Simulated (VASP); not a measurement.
# BAs (F-43m) in VASP: notebook

Runs on BAs. Level: PBE. Tasks: single point.

Everything below comes from runs of VASP 6.6.1. Logs are shortened: lines on timing, memory, paths and dates and some standing lists are left out, and cuts for length are marked.

### 1 The cell of the first run

The structure is cubic, space group F-43m (No. 216). Conventional cell: a = 4.712 Å, b = 4.712 Å, c = 4.712 Å, α = 90.00°, β = 90.00°, γ = 90.00°. B (site symmetry -43m) has 4 As at 2.04 Å within 2.7 Å. As (site symmetry -43m) has 4 B at 2.04 Å within 2.7 Å.

### 2 Single point, PBE (volume scaled by 0.96)

File INCAR:

```
SYSTEM = BAs
PREC = Accurate
ENCUT = 520
EDIFF = 1E-6
ISMEAR = -1
SIGMA = 0.03
LREAL = .False.
LASPH = .True.
NELM = 100
ALGO = Normal
ISIF = 2
LWAVE = .False.
LCHARG = .True.
GGA = PE
LELF = .True.
LVHAR = .True.
NBANDS = 11
```

File KPOINTS:

```
regular mesh
0
Gamma
  15 15 15
  0 0 0
```

File POSCAR:

```
BAs
1.0
    0.0000000000      2.3562190158      2.3562190158
    2.3562190158      0.0000000000      2.3562190158
    2.3562190158      2.3562190158      0.0000000000
B As
1 1
Direct
    0.0000000000      0.0000000000      0.0000000000
    0.7500000000      0.7500000000      0.7500000000
```

Potentials or basis: VASP PAW PBE potentials, release 64 (B, As).

Run with:

```
> cat potpaw_PBE.64/B/POTCAR potpaw_PBE.64/As/POTCAR > POTCAR
> mpirun -np 1 vasp_std > vasp.out
```

OUTCAR:

```text
SYSTEM = BAs
   PREC = Accurate
   ENCUT = 520
   EDIFF = 1E-6
   ISMEAR = -1
   LREAL = .False.
   LASPH = .True.
   NELM = 100
   ISIF = 2
   GGA = PE

 ion  position               nearest neighbor table
   1  0.000  0.000  0.000-   2 2.04   2 2.04   2 2.04   2 2.04
   2  0.750  0.750  0.750-   1 2.04   1 2.04   1 2.04   1 2.04

  LATTYP: Found a face centered cubic cell.
 ALAT       =     4.7124380316

  Lattice vectors:

 A1 = (   0.0000000000,   2.3562190158,   2.3562190158)
 A2 = (   2.3562190158,   0.0000000000,   2.3562190158)
 A3 = (   2.3562190158,   2.3562190158,   0.0000000000)

Analysis of symmetry for initial positions (statically):
=====================================================================
 Subroutine PRICEL returns:
 Original cell was already a primitive cell.

 Routine SETGRP: Setting up the symmetry group for a
 face centered cubic supercell.

 Subroutine GETGRP returns: Found 24 space group operations
 (whereof 24 operations were pure point group operations)
 out of a pool of 48 trial point group operations.

The static configuration has the point symmetry T_d .

Analysis of symmetry for dynamics (positions and initial velocities):
=====================================================================
 Subroutine PRICEL returns:
 Original cell was already a primitive cell.

 Routine SETGRP: Setting up the symmetry group for a
 face centered cubic supercell.

 Subroutine GETGRP returns: Found 24 space group operations
 (whereof 24 operations were pure point group operations)
 out of a pool of 48 trial point group operations.

The dynamic configuration has the point symmetry T_d .

 Subroutine INISYM returns: Found 24 space group operations
 (whereof 24 operations are pure point group operations),
 and found     1 'primitive' translations

----------------------------------------------------------------------------------------

                                     Primitive cell

  volume of cell :      26.1624

  direct lattice vectors                    reciprocal lattice vectors
     0.000000000  2.356219016  2.356219016    -0.212204382  0.212204382  0.212204382
     2.356219016  0.000000000  2.356219016     0.212204382 -0.212204382  0.212204382
     2.356219016  2.356219016  0.000000000     0.212204382  0.212204382 -0.212204382

  length of vectors
     3.332196888  3.332196888  3.332196888     0.367548771  0.367548771  0.367548771

  position of ions in fractional coordinates (direct lattice)
     0.000000000  0.000000000  0.000000000
[... 80 lines left out ...]
   EDIFFG = 0.1E-04   stopping-criterion for IOM
   NSW    =      0    number of steps for IOM
   IBRION =     -1    ionic relax: 0-MD 1-quasi-New 2-CG
   NFREE  =      0    steps in history (QN), initial steepest desc. (CG)
   ISIF   =      2    stress and relaxation
   ISYM   =      2    0-nonsym 1-usesym 2-fastsym
   POTIM  = 0.5000    time-step for ionic-motion
   TEBEG  =    0.0;   TEEND  =   0.0 temperature during run
   PSTRESS=    0.0 pullay stress
   NELECT =       8.0000    total number of electrons
   NUPDOWN=      -1.0000    fix difference up-down
   EMIN   =  10.00;   EMAX   =-10.00  energy-range for DOS
   EFERMI =   0.00;   METHOD = LEGACY
   ISMEAR =    -1;   SIGMA  =   0.03  broadening in eV -4-tet -1-fermi 0-gaus
   EFERMI_NEDOS =   21; number of points for ismear=-14 and -15
   IALGO  =     38    algorithm
   IMIX   =      4    mixing-type and parameters
     AMIX     =   0.40;   BMIX     =  1.00
     AMIX_MAG =   1.60;   BMIX_MAG =  1.00
  volume/ion in A,a.u.               =      13.08        88.28
  Fermi-wavevector in a.u.,A,eV,Ry     =   1.102925  2.084225 16.550708  1.216443
  Thomas-Fermi vector in A             =   2.239375
   LORBIT       =      0    0 simple, 1 ext, 2 COOP (PROOUT), +10 PAW based schemes
   GGA     = PE    functional components
   LHFCALC =     F    Hartree Fock is set to
   AEXX    =    0.0000 exact exchange contribution
   IVDW    =     0    specifies the selected vdW correction
   LEPSILON=     F    determine dielectric tensor
   LRPA    =     F    only Hartree local field effects (RPA)
 non-spin polarized calculation
  energy-cutoff  :      520.00
  volume of cell :       26.16
 maximum number of plane-waves:       725
 NGX is ok and might be reduce to    28
   NGX = 13   NGY = 13   NGZ = 13

 number of electron       8.0000000 magnetization

 Free energy of the ion-electron system (eV)
  ---------------------------------------------------
  ext. energy  EPLUGINS =         0.00000000
  ---------------------------------------------------
  free energy    TOTEN  =       -11.36193547 eV

  energy without entropy =      -11.36193547  energy(sigma->0) =      -11.36193547

 E-fermi :   7.1087     XC(G=0): -10.7621

 val. band max:        6.5845037832   @ k =   0.0000   0.0000   0.0000
 cond. band min:       7.7170155942   @ k =   0.4000   0.4000   0.0000
 fundamental gap:      1.1325118110
 Fermi energy:         7.1087089387

 k-point     1 :       0.0000    0.0000    0.0000
  band No.  band energies     occupation
      1      -9.1962      2.00000
      2       6.5845      2.00000
      3       6.5845      2.00000
      4       6.5845      2.00000
      5       9.9137      0.00000
      6       9.9137      0.00000
      7       9.9137      0.00000
      8      11.7967      0.00000
      9      16.3712      0.00000
     10      19.7024      0.00000
     11      19.7024      0.00000
[... 309 lines left out ...]
 k-point    24 :       0.2000    0.1333    0.0000
  band No.  band energies     occupation
      1      -8.5185      2.00000
      2       3.7247      2.00000
      3       4.8108      2.00000
      4       5.0690      2.00000
      5       9.1137      0.00000
      6      11.9123      0.00000
      7      12.3255      0.00000
      8      12.9185      0.00000
      9      16.5968      0.00000
     10      18.7643      0.00000
     11      19.9435      0.00000

 [... further k-points ...]
[... 5 lines left out ...]
  --------------------------------------------------------------------------------------
  -------------------------------------------------------------------------------------
  Total        1.6155167      1.6155167      1.6155167     -0.0000000      0.0000000      0.0000000
  in kB       98.9338847     98.9338847     98.9338847     -0.0000000      0.0000000      0.0000000
  external PRESSURE =      98.9338847 kB  Pullay stress =       0.0000000 kB

 VOLUME and BASIS-vectors are now :
 -----------------------------------------------------------------------------
  energy-cutoff  :      520.00
  volume of cell :       26.16
      direct lattice vectors                 reciprocal lattice vectors
     0.000000000  2.356219016  2.356219016    -0.212204382  0.212204382  0.212204382
     2.356219016  0.000000000  2.356219016     0.212204382 -0.212204382  0.212204382
     2.356219016  2.356219016  0.000000000     0.212204382  0.212204382 -0.212204382

 POSITION                                       TOTAL-FORCE (eV/Angst)
 -----------------------------------------------------------------------------------
      0.00000      0.00000      0.00000         0.000000      0.000000      0.000000
      3.53433      3.53433      3.53433        -0.000000     -0.000000     -0.000000
 -----------------------------------------------------------------------------------
    total drift:                                0.000000      0.000000      0.000000

  FREE ENERGIE OF THE ION-ELECTRON SYSTEM (eV)
  ---------------------------------------------------
  free  energy   TOTEN  =       -11.3619354731 eV

  energy  without entropy=      -11.3619354731  energy(sigma->0) =      -11.36193547
```

stdout:

```text
POSCAR found type information on POSCAR B As
 POSCAR found :  2 types and       2 ions
 scaLAPACK will be used
 LDA part: xc-table for (Slater+PW92), standard interpolation
 POSCAR, INCAR and KPOINTS ok, starting setup
 FFT: planning ... GRIDC
 FFT: planning ... GRID_SOFT
 FFT: planning ... GRID
 WAVECAR not read
 entering main loop
```

It took 48 s on 1 thread of AMD EPYC 7R43 (Zen 3), shared host; peak memory 0.14 GiB.

Results:

```yaml
Free_energy: -11.3619 eV
Pressure: 9.9 GPa
Band_gap_on_the_k_mesh: 1.13 eV, indirect (least direct gap 3.33 eV)
```

Caveat: the cell differs from its parent crystal (volume scaled by 0.96).

### 3 Single point, PBE (volume scaled by 0.98)

File INCAR:

```
ALGO = Normal
EDIFF = 1E-6
ENCUT = 520
GGA = PE
ISIF = 2
ISMEAR = -1
LASPH = T
LCHARG = T
LELF = T
LREAL = F
LVHAR = T
LWAVE = F
NBANDS = 11
NELM = 100
PREC = Accurate
SIGMA = 0.03
```

File KPOINTS:

```
k-points
0
Gamma
  15 15 15
```

File POSCAR:

```
BAs
1.0
    0.0000000000      2.3724693156      2.3724693156
    2.3724693156      0.0000000000      2.3724693156
    2.3724693156      2.3724693156      0.0000000000
B As
1 1
Direct
    0.0000000000      0.0000000000      0.0000000000
    0.7500000000      0.7500000000      0.7500000000
```

Potentials or basis: VASP PAW PBE potentials, release 64 (B, As).

Run with:

```
> cat potpaw_PBE.64/B/POTCAR potpaw_PBE.64/As/POTCAR > POTCAR
> mpirun -np 1 vasp_std > vasp.out
```

Wall time 47 s (1 thread of AMD EPYC 7R43 (Zen 3), shared host); peak memory 0.14 GiB.

Results (log left out):

| Property | Result |
| --- | --- |
| Free energy | -11.3899 eV |
| Pressure | 6.5 GPa |
| Band gap on the k mesh | 1.15 eV, indirect (least direct gap 3.30 eV) |

Levels at points of the mesh, in eV from the valence-band top:
```csv
k point,band 2,band 3,band 4,band 5,band 6,band 7
"(0.00, 0.00, 0.00)",0.00,0.00,0.00,3.30,3.30,3.30
```

Caveat: the cell differs from its parent crystal (volume scaled by 0.98). A k mesh can miss the band edges.

### 4 Single point, PBE

This run uses another cell than the first one, of 13.63 Å³/atom, 1.042 times its volume.

File INCAR:

```
PREC = Accurate
ENCUT = 520
EDIFF = 1E-6
ISMEAR = -1
SIGMA = 0.03
LREAL = False
LASPH = True
NELM = 60
ALGO = Normal
ISIF = 2
LWAVE = False
LCHARG = False
GGA = PE
NBANDS = 11
```

File KPOINTS:

```
Automatic mesh
0
Gamma
  15 15 15
```

File POSCAR:

```
BAs
1.0
    0.0000000000      2.3885000000      2.3885000000
    2.3885000000      0.0000000000      2.3885000000
    2.3885000000      2.3885000000      0.0000000000
B As
1 1
Direct
    0.0000000000      0.0000000000      0.0000000000
    0.7500000000      0.7500000000      0.7500000000
```

Run with:

```
> cat potpaw_PBE.64/B/POTCAR potpaw_PBE.64/As/POTCAR > POTCAR
> mpirun -np 1 vasp_std > vasp.out
```

It took 50 s on 1 thread of AMD EPYC 7R43 (Zen 3), shared host; peak memory 0.15 GiB.

Results (log left out):

* Free energy: -11.4068 eV
* Pressure: 3.4 GPa
* Band gap on the k mesh: 1.18 eV, indirect (least direct gap 3.28 eV)

Levels at points of the mesh, in eV from the valence-band top:
```tsv
k point	band 2	band 3	band 4	band 5	band 6	band 7
(0.00, 0.00, 0.00)	0.00	0.00	0.00	3.28	3.28	3.28
```

A k mesh can miss the band edges. PBE gaps usually lie below the measured ones, often by a third to a half.

### 5 The runs side by side

| cell | gap on the mesh (eV) | pressure (GPa) |
| --- | --- | --- |
| a = 3.332 Å, angles 60.0°, 2 atoms | 1.13 | 9.9 |
| a = 3.355 Å, angles 60.0°, 2 atoms | 1.15 | 6.5 |
| a = 3.378 Å, angles 60.0°, 2 atoms | 1.18 | 3.4 |

Alike in all rows: task single point; level PBE; potentials or basis VASP PAW PBE potentials, release 64 (B, As); no spin polarisation; k mesh 15 × 15 × 15; cutoff (eV) 520; smearing fermi-dirac 0.03 eV.

Absolute energies hang on the potentials; compare differences alone.
